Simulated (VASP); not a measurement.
# Si (Fd-3m) in VASP: settings compared

The runs below take Si through single point, with PBEsol, r2SCAN.

Everything below comes from runs of VASP 6.6.1. Logs are shortened: lines on timing, memory, paths and dates and some standing lists are left out, and cuts for length are marked.

### 1 The cell of the first run

Symmetry: Fd-3m, No. 227, cubic system. Conventional cell: a = 5.470 Å, b = 5.470 Å, c = 5.470 Å, α = 90.00°, β = 90.00°, γ = 90.00°. Si (site symmetry -43m) has 4 Si at 2.37 Å within 3.1 Å.

### 2 Single point, PBEsol

Contents of INCAR:

```
ALGO = Normal ; EDIFF = 1E-6
ENCUT = 520 ; GGA = PS
ISIF = 2 ; ISMEAR = 0
LASPH = True ; LCHARG = False
LREAL = False ; LWAVE = False
NBANDS = 11 ; NELM = 60
PREC = Accurate ; SIGMA = 0.02
```

Contents of KPOINTS:

```
k-points
0
Gamma
  10 10 10
```

Contents of POSCAR:

```
Si
1.0
    0.0000000000      2.7348383262      2.7348383262
    2.7348383262      0.0000000000      2.7348383262
    2.7348383262      2.7348383262      0.0000000000
Si
2
Direct
    0.7500000000      0.7500000000      0.7500000000
    0.5000000000      0.5000000000      0.5000000000
```

Potentials or basis: VASP PAW PBE potentials, release 64 (Si).

Command:

```sh
cat potpaw_PBE.64/Si/POTCAR > POTCAR
mpirun -np 1 vasp_std > vasp.out
```

OUTCAR:

```text
EDIFF = 1E-6
   ENCUT = 520
   GGA = PS
   ISIF = 2
   ISMEAR = 0
   LASPH = True
   LREAL = False
   NELM = 60
   PREC = Accurate

 ion  position               nearest neighbor table
   1  0.750  0.750  0.750-   2 2.37   2 2.37   2 2.37   2 2.37
   2  0.500  0.500  0.500-   1 2.37   1 2.37   1 2.37   1 2.37

  LATTYP: Found a face centered cubic cell.
 ALAT       =     5.4696766524

  Lattice vectors:

 A1 = (   0.0000000000,   2.7348383262,   2.7348383262)
 A2 = (   2.7348383262,   0.0000000000,   2.7348383262)
 A3 = (   2.7348383262,   2.7348383262,   0.0000000000)

Analysis of symmetry for initial positions (statically):
=====================================================================
 Subroutine PRICEL returns:
 Original cell was already a primitive cell.

 Routine SETGRP: Setting up the symmetry group for a
 face centered cubic supercell.

 Subroutine GETGRP returns: Found 48 space group operations
 (whereof 24 operations were pure point group operations)
 out of a pool of 48 trial point group operations.

The static configuration has the point symmetry T_d .
 The point group associated with its full space group is O_h .

Analysis of symmetry for dynamics (positions and initial velocities):
=====================================================================
 Subroutine PRICEL returns:
 Original cell was already a primitive cell.

 Routine SETGRP: Setting up the symmetry group for a
 face centered cubic supercell.

 Subroutine GETGRP returns: Found 48 space group operations
 (whereof 24 operations were pure point group operations)
 out of a pool of 48 trial point group operations.

The dynamic configuration has the point symmetry T_d .
 The point group associated with its full space group is O_h .

 Subroutine INISYM returns: Found 48 space group operations
 (whereof 24 operations are pure point group operations),
 and found     1 'primitive' translations

----------------------------------------------------------------------------------------

                                     Primitive cell

  volume of cell :      40.9096

  direct lattice vectors                    reciprocal lattice vectors
     0.000000000  2.734838326  2.734838326    -0.182826164  0.182826164  0.182826164
     2.734838326  0.000000000  2.734838326     0.182826164 -0.182826164  0.182826164
     2.734838326  2.734838326  0.000000000     0.182826164  0.182826164 -0.182826164

  length of vectors
     3.867645452  3.867645452  3.867645452     0.316664205  0.316664205  0.316664205
[... 90 lines left out ...]
   TEBEG  =    0.0;   TEEND  =   0.0 temperature during run
   PSTRESS=    0.0 pullay stress
   NELECT =       8.0000    total number of electrons
   NUPDOWN=      -1.0000    fix difference up-down
   EMIN   =  10.00;   EMAX   =-10.00  energy-range for DOS
   EFERMI =   0.00;   METHOD = LEGACY
   ISMEAR =     0;   SIGMA  =   0.02  broadening in eV -4-tet -1-fermi 0-gaus
   EFERMI_NEDOS =   21; number of points for ismear=-14 and -15
   IALGO  =     38    algorithm
   IMIX   =      4    mixing-type and parameters
     AMIX     =   0.40;   BMIX     =  1.00
     AMIX_MAG =   1.60;   BMIX_MAG =  1.00
  volume/ion in A,a.u.               =      20.45       138.04
  Fermi-wavevector in a.u.,A,eV,Ry     =   0.950232  1.795679 12.285267  0.902942
  Thomas-Fermi vector in A             =   2.078590
   LORBIT       =      0    0 simple, 1 ext, 2 COOP (PROOUT), +10 PAW based schemes
   GGA     = PS    functional components
   LHFCALC =     F    Hartree Fock is set to
   AEXX    =    0.0000 exact exchange contribution
   IVDW    =     0    specifies the selected vdW correction
   LEPSILON=     F    determine dielectric tensor
   LRPA    =     F    only Hartree local field effects (RPA)
 non-spin polarized calculation
 Gauss-broadening in eV      SIGMA  =   0.02
  energy-cutoff  :      520.00
  volume of cell :       40.91
 maximum number of plane-waves:      1114
 NGX is ok and might be reduce to    30
   NGX = 15   NGY = 15   NGZ = 15

 number of electron       8.0000001 magnetization

 Free energy of the ion-electron system (eV)
  ---------------------------------------------------
  ext. energy  EPLUGINS =         0.00000000
  ---------------------------------------------------
  free energy    TOTEN  =       -11.48858336 eV

  energy without entropy =      -11.48858336  energy(sigma->0) =      -11.48858336

 E-fermi :   5.7036     XC(G=0):  -9.4716

 val. band max:        5.5748545748   @ k =   0.0000   0.0000   0.0000
 cond. band min:       6.0777875682   @ k =   0.4000   0.4000   0.0000
 fundamental gap:      0.5029329935
 Fermi energy:         5.7035686471

 k-point     1 :       0.0000    0.0000    0.0000
  band No.  band energies     occupation
      1      -6.2688      2.00000
      2       5.5749      2.00000
      3       5.5749      2.00000
      4       5.5749      2.00000
      5       8.0834      0.00000
      6       8.0834      0.00000
      7       8.0834      0.00000
      8       8.6560      0.00000
      9      13.1987      0.00000
     10      13.2512      0.00000
     11      13.2512      0.00000
[... 309 lines left out ...]
 k-point    24 :       0.4000    0.3000    0.0000
  band No.  band energies     occupation
      1      -4.1382      2.00000
      2       0.1744      2.00000
      3       2.7454      2.00000
      4       3.1690      2.00000
      5       6.5467      0.00000
      6       7.7289      0.00000
      7      12.3820      0.00000
      8      12.5263      0.00000
      9      15.9510      0.00000
     10      16.0553      0.00000
     11      17.4734      0.00000

 [... further k-points ...]

------------------------ aborting loop because EDIFF is reached ----------------------------------------

  FORCE on cell =-STRESS in cart. coord.  units (eV):
  Direction    XX          YY          ZZ          XY          YZ          ZX
  --------------------------------------------------------------------------------------
  -------------------------------------------------------------------------------------
  Total       -0.4292294     -0.4292294     -0.4292294      0.0000000      0.0000000      0.0000000
  in kB      -16.8102864    -16.8102864    -16.8102864      0.0000000      0.0000000      0.0000000
  external PRESSURE =     -16.8102864 kB  Pullay stress =       0.0000000 kB

 VOLUME and BASIS-vectors are now :
 -----------------------------------------------------------------------------
  energy-cutoff  :      520.00
  volume of cell :       40.91
      direct lattice vectors                 reciprocal lattice vectors
     0.000000000  2.734838326  2.734838326    -0.182826164  0.182826164  0.182826164
     2.734838326  0.000000000  2.734838326     0.182826164 -0.182826164  0.182826164
     2.734838326  2.734838326  0.000000000     0.182826164  0.182826164 -0.182826164

 POSITION                                       TOTAL-FORCE (eV/Angst)
 -----------------------------------------------------------------------------------
      4.10226      4.10226      4.10226         0.000000     -0.000000     -0.000000
      2.73484      2.73484      2.73484        -0.000000      0.000000      0.000000
 -----------------------------------------------------------------------------------
    total drift:                               -0.000000     -0.000000     -0.000000

  FREE ENERGIE OF THE ION-ELECTRON SYSTEM (eV)
  ---------------------------------------------------
  free  energy   TOTEN  =       -11.4885833617 eV

  energy  without entropy=      -11.4885833617  energy(sigma->0) =      -11.48858336
```

stdout:

```text
POSCAR found type information on POSCAR Si
 POSCAR found :  1 types and       2 ions
 scaLAPACK will be used
 -----------------------------------------------------------------------------
|                                                                             |
|                                                                             |
|     You enforced a specific xc type in the INCAR file but a different       |
|     I HOPE YOU KNOW WHAT YOU ARE DOING!                                     |
|                                                                             |
 -----------------------------------------------------------------------------

 LDA part: xc-table for (Slater+PW92), standard interpolation
 POSCAR, INCAR and KPOINTS ok, starting setup
 FFT: planning ... GRIDC
 FFT: planning ... GRID_SOFT
 FFT: planning ... GRID
 WAVECAR not read
 entering main loop
```

It took 25 s on 1 thread of Intel Xeon 8259CL, shared host; peak memory 0.16 GiB.

What came out:

```yaml
Free_energy: -11.4886 eV
Pressure: -1.7 GPa
Band_gap_on_the_k_mesh: 0.50 eV, indirect (least direct gap 2.51 eV)
```

Caveat: the PAW data sets were made with another functional, which shifts forces and pressure a little.

### 3 Single point, r2SCAN

POSCAR is that of step 2.

Contents of INCAR.step1:

```
SYSTEM = Si
PREC = Accurate ; ENCUT = 520
ISMEAR = 0 ; SIGMA = 0.02
LREAL = .FALSE. ; LASPH = .TRUE.
NELM = 60 ; NBANDS = 11
GGA = PE ; ALGO = Normal
EDIFF = 1E-4 ; LWAVE = .TRUE.
LCHARG = .FALSE.
```

Contents of INCAR.step2:

```
SYSTEM = Si
PREC = Accurate ; ENCUT = 520
EDIFF = 1E-7 ; ISMEAR = 0
SIGMA = 0.02 ; LREAL = .FALSE.
LASPH = .TRUE. ; NELM = 60
ALGO = Normal ; ISIF = 2
LWAVE = .FALSE. ; LCHARG = .FALSE.
METAGGA = R2SCAN ; LMIXTAU = .TRUE.
NBANDS = 11 ; ISTART = 1
```

Contents of KPOINTS:

```
Automatic mesh
0
G
  10 10 10
  0 0 0
```

Potentials or basis: VASP PAW PBE potentials, release 64 (Si).

Command:

```sh
cat potpaw_PBE.64/Si/POTCAR > POTCAR
cp INCAR.step1 INCAR
mpirun -np 1 vasp_std > vasp.out
cp INCAR.step2 INCAR
mpirun -np 1 vasp_std > vasp.out
```

Wall time 2.1 min (1 thread of Intel Xeon 8259CL, shared host); peak memory 0.17 GiB.

Results (log left out):

```yaml
Free_energy: -17.5466 eV
Pressure: -1.6 GPa
Band_gap_on_the_k_mesh: 0.82 eV, indirect (least direct gap 2.75 eV)
```

Levels at points of the mesh, in eV from the valence-band top:
| k point | band 1 | band 2 | band 3 | band 4 | band 5 | band 6 | band 7 | band 8 | band 9 |
| --- | --- | --- | --- | --- | --- | --- | --- | --- | --- |
| (0.00, 0.00, 0.00) | -12.37 | 0.00 | 0.00 | 0.00 | 2.75 | 2.75 | 2.75 | 3.73 | 8.12 |
| (0.50, 0.00, 0.00) | -9.98 | -7.16 | -1.25 | -1.25 | 1.80 | 3.60 | 3.60 | 8.30 | 11.11 |
| (0.50, 0.50, 0.00) | -8.09 | -8.09 | -2.95 | -2.95 | 0.96 | 0.96 | 10.69 | 10.69 | 11.55 |

Caveat: the PAW data sets were made with another functional, which shifts forces and pressure a little. A k mesh can miss the band edges.
